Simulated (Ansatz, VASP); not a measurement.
BaTiO3: VASP beside Ansatz

The input INCAR:

```
SYSTEM = BaTiO3
PREC     = Accurate       ! precision mode
ENCUT    = 1340           ! plane-wave cutoff, eV
EDIFF    = 1E-6           ! SCF threshold, eV
ISMEAR   = 0              ! smearing method
SIGMA    = 0.01           ! smearing width, eV
LREAL    = .FALSE.        ! projectors in reciprocal space
LASPH    = .TRUE.         ! aspherical terms in the spheres
NELM     = 120            ! most SCF steps
ALGO     = Normal         ! electronic algorithm
ISIF     = 2              ! what is computed and relaxed
LWAVE    = .FALSE.        ! write WAVECAR
LCHARG   = .FALSE.        ! write CHGCAR
GGA      = PS             ! functional
NBANDS   = 28             ! bands
GGA_COMPAT= .FALSE.
```

File KPOINTS:

```
Automatic mesh
0
G
  4 4 4
  0 0 0
```

File POSCAR:

```
BaTiO3
1.0
    4.0759879141      0.0000000000      0.0000000000
    0.0000000000      4.0759879141      0.0000000000
    0.0000000000      0.0000000000      4.0759879141
Ba Ti O
1 1 3
Direct
    0.5000000000      0.5000000000      0.5000000000
    0.0000000000      0.0000000000      0.0000000000
    0.5000000000      0.0000000000      0.0000000000
    0.0000000000      0.5000000000      0.0000000000
    0.0000000000      0.0000000000      0.5000000000
```

Input for Ansatz:

```yaml
crystal:
  lattice:
    - [4.07598791410749, 0.0, 0.0]
    - [0.0, 4.07598791410749, 0.0]
    - [0.0, 0.0, 4.07598791410749]
  atoms:
    - { symbol: Ba, position: [0.5, 0.5, 0.5] }
    - { symbol: Ti, position: [0.0, 0.0, 0.0] }
    - { symbol: O, position: [0.5, 0.0, 0.0] }
    - { symbol: O, position: [0.0, 0.5, 0.0] }
    - { symbol: O, position: [0.0, 0.0, 0.5] }
basis:
  ecutwfc: 500.0
kpoints:
  mp_grid:
    grid: [4, 4, 4]
hamiltonian:
  xc: pbesol
scf:
  occupations:
    method: fixed
output:
  stress: true
```

Alike in both runs: task single point; functional PBEsol; k mesh 4 × 4 × 4; no spin polarisation.

|  | VASP | Ansatz |
| --- | --- | --- |
| version | VASP 6.6.1 | Ansatz 0.2.0 |
| potentials or method | VASP PAW PBE potentials, release 64 (Ba_sv, Ti_sv, O_h), cutoff 1340 eV | plane waves, PAW |
| occupations | gaussian, width 0.01 eV | fixed |
| valence electrons in the cell | 40 | 40 |

Ansatz gave:

```
pressure (GPa) : -11.9
```

Q: Which values does VASP return?

A: Pressure (GPa): -10.5.

VASP's potentials were made for PBE, not for PBEsol.

Spin-orbit coupling is off throughout.
